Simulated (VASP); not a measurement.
# NaH (Fm-3m) in VASP: a series of runs, part 2 of 2

VASP 6.6.1.

### 4 Single point, PBE

This run uses another cell than the first one, of 14.09 Å³/atom.

Input file INCAR:

```
SYSTEM = NaH
PREC     = Accurate       ! precision mode
ENCUT    = 500            ! plane-wave cutoff, eV
EDIFF    = 1E-6           ! SCF threshold, eV
ISMEAR   = 1              ! smearing method
SIGMA    = 0.01           ! smearing width, eV
LREAL    = .False.        ! projectors in reciprocal space
LASPH    = .True.         ! aspherical terms in the spheres
NELM     = 120            ! most SCF steps
ALGO     = Normal         ! electronic algorithm
ISIF     = 2              ! what is computed and relaxed
LWAVE    = .False.        ! write WAVECAR
LCHARG   = .False.        ! write CHGCAR
GGA      = PE             ! functional
NBANDS   = 11             ! bands
GGA_COMPAT= .False.
```

Input file KPOINTS:

```
regular mesh
0
Gamma
  5 5 5
  0 0 0
```

Input file POSCAR:

```
NaH
1.0
    0.0000000000      2.4153803477      2.4153803477
    2.4153803477      0.0000000000      2.4153803477
    2.4153803477      2.4153803477      0.0000000000
Na H
1 1
Direct
    0.0000000000      0.0000000000      0.0000000000
    0.5000000000      0.5000000000      0.5000000000
```

Potentials or basis: VASP PAW PBE potentials, release 64 (Na_pv, H).

Run with:

```bash
$ cat potpaw_PBE.64/Na_pv/POTCAR potpaw_PBE.64/H/POTCAR > POTCAR
$ mpirun -np 1 vasp_std > vasp.out
```

OUTCAR:

```text
SYSTEM = NaH
   PREC = Accurate
   ENCUT = 500
   EDIFF = 1E-6
   ISMEAR = 1
   LREAL = .False.
   LASPH = .True.
   NELM = 120
   ISIF = 2
   GGA = PE

 ion  position               nearest neighbor table
   1  0.000  0.000  0.000-
   2  0.500  0.500  0.500-

  LATTYP: Found a face centered cubic cell.
 ALAT       =     4.8307606954

  Lattice vectors:

 A1 = (   0.0000000000,   2.4153803477,   2.4153803477)
 A2 = (   2.4153803477,   0.0000000000,   2.4153803477)
 A3 = (   2.4153803477,   2.4153803477,   0.0000000000)

Analysis of symmetry for initial positions (statically):
=====================================================================
 Subroutine PRICEL returns:
 Original cell was already a primitive cell.

 Routine SETGRP: Setting up the symmetry group for a
 face centered cubic supercell.

 Subroutine GETGRP returns: Found 48 space group operations
 (whereof 48 operations were pure point group operations)
 out of a pool of 48 trial point group operations.

The static configuration has the point symmetry O_h .

Analysis of symmetry for dynamics (positions and initial velocities):
=====================================================================
 Subroutine PRICEL returns:
 Original cell was already a primitive cell.

 Routine SETGRP: Setting up the symmetry group for a
 face centered cubic supercell.

 Subroutine GETGRP returns: Found 48 space group operations
 (whereof 48 operations were pure point group operations)
 out of a pool of 48 trial point group operations.

The dynamic configuration has the point symmetry O_h .

 Subroutine INISYM returns: Found 48 space group operations
 (whereof 48 operations are pure point group operations),
 and found     1 'primitive' translations

----------------------------------------------------------------------------------------

                                     Primitive cell

[... 100 lines left out ...]
   GGA     = PE    functional components
   LHFCALC =     F    Hartree Fock is set to
   AEXX    =    0.0000 exact exchange contribution
   IVDW    =     0    specifies the selected vdW correction
   LEPSILON=     F    determine dielectric tensor
   LRPA    =     F    only Hartree local field effects (RPA)
 non-spin polarized calculation
 Methfessel and Paxton  Order N= 1 SIGMA  =   0.01
  energy-cutoff  :      500.00
  volume of cell :       28.18
 maximum number of plane-waves:       728
 NGX is ok and might be reduce to    28
   NGX = 13   NGY = 13   NGZ = 13

 number of electron       7.9999998 magnetization

 Free energy of the ion-electron system (eV)
  ---------------------------------------------------
  ext. energy  EPLUGINS =         0.00000000
  ---------------------------------------------------
  free energy    TOTEN  =        -5.08719979 eV

  energy without entropy =       -5.08719979  energy(sigma->0) =       -5.08719979

 E-fermi :  -1.1066     XC(G=0):  -7.7737

 val. band max:       -1.2120323036   @ k =  -0.4000   0.4000   0.0000
 cond. band min:       3.4012440903   @ k =   0.4000   0.0000   0.0000
 fundamental gap:      4.6132763939
 Fermi energy:        -1.1066156756

 k-point     1 :       0.0000    0.0000    0.0000
  band No.  band energies     occupation
      1     -23.2108      2.00000
      2     -23.2108      2.00000
      3     -23.2108      2.00000
      4      -4.7308      2.00000
      5       9.3177      0.00000
      6      14.4998      0.00000
      7      14.4998      0.00000
      8      14.4998      0.00000
      9      15.3609      0.00000
     10      15.3609      0.00000
     11      15.3609      0.00000
[... 113 lines left out ...]
 k-point    10 :      -0.4000    0.4000    0.2000
  band No.  band energies     occupation
      1     -23.2789      2.00000
      2     -23.2568      2.00000
      3     -23.2373      2.00000
      4      -1.4515      2.00000
      5       4.3831      0.00000
      6       5.7694      0.00000
      7       8.3293      0.00000
      8      14.6916      0.00000
      9      15.1810      0.00000
     10      16.8943      0.00000
     11      20.7481      0.00000

------------------------ aborting loop because EDIFF is reached ----------------------------------------

  FORCE on cell =-STRESS in cart. coord.  units (eV):
  Direction    XX          YY          ZZ          XY          YZ          ZX
  --------------------------------------------------------------------------------------
  -------------------------------------------------------------------------------------
  Total       -0.0088809     -0.0088809     -0.0088809     -0.0000000      0.0000000      0.0000000
  in kB       -0.5048697     -0.5048697     -0.5048697     -0.0000000      0.0000000      0.0000000
  external PRESSURE =      -0.5048697 kB  Pullay stress =       0.0000000 kB

 VOLUME and BASIS-vectors are now :
 -----------------------------------------------------------------------------
  energy-cutoff  :      500.00
  volume of cell :       28.18
      direct lattice vectors                 reciprocal lattice vectors
     0.000000000  2.415380348  2.415380348    -0.207006735  0.207006735  0.207006735
     2.415380348  0.000000000  2.415380348     0.207006735 -0.207006735  0.207006735
     2.415380348  2.415380348  0.000000000     0.207006735  0.207006735 -0.207006735

 POSITION                                       TOTAL-FORCE (eV/Angst)
 -----------------------------------------------------------------------------------
      0.00000      0.00000      0.00000        -0.000000      0.000000     -0.000000
      2.41538      2.41538      2.41538         0.000000      0.000000      0.000000
 -----------------------------------------------------------------------------------
    total drift:                               -0.000000     -0.000000     -0.000000

  FREE ENERGIE OF THE ION-ELECTRON SYSTEM (eV)
  ---------------------------------------------------
  free  energy   TOTEN  =        -5.0871997944 eV

  energy  without entropy=       -5.0871997944  energy(sigma->0) =       -5.08719979
```

stdout:

```text
POSCAR found type information on POSCAR NaH
 POSCAR found :  2 types and       2 ions
 scaLAPACK will be used
 LDA part: xc-table for (Slater+PW92), standard interpolation
 POSCAR, INCAR and KPOINTS ok, starting setup
 FFT: planning ... GRIDC
 FFT: planning ... GRID_SOFT
 FFT: planning ... GRID
 WAVECAR not read
 entering main loop
```

It used 8 s of CPU time on 1 thread of Intel Xeon 8259CL (shared host).

Results:

```yaml
Free_energy: -5.0872 eV
Pressure: -0.1 GPa
Band_gap_on_the_k_mesh: 4.61 eV (least direct gap 5.10 eV)
```

Levels at points of the mesh, in eV from the valence-band top:
```
           k point  band 1  band 2  band 3  band 4  band 5  band 6  band 7  band 8
(0.00, 0.00, 0.00)  -22.00  -22.00  -22.00   -3.52   10.53   15.71   15.71   15.71
```

Caveat: the k points lie up to 0.45 Å⁻¹ apart; an odd mesh through Γ misses points on the zone boundary, where band edges can lie.

### 5 The runs side by side

```csv
cell,gap on the mesh (eV),pressure (GPa)
"a = 3.451 Å, angles 60.0°, 2 atoms",4.54,-0.7
"a = 3.449 Å, angles 60.0°, 2 atoms",4.54,-0.7
"a = 3.416 Å, angles 60.0°, 2 atoms",4.61,-0.1
```

Alike in all rows: task single point; level PBE; potentials or basis VASP PAW PBE potentials, release 64 (Na_pv, H); no spin polarisation; k mesh 5 × 5 × 5; cutoff (eV) 500; smearing methfessel-paxton 0.01 eV.

Caveats: all runs use coarse meshes; an odd mesh through Γ misses points on the zone boundary, where band edges can lie.

Total energies depend on the potentials used, so only differences within one code and one set of settings carry meaning.
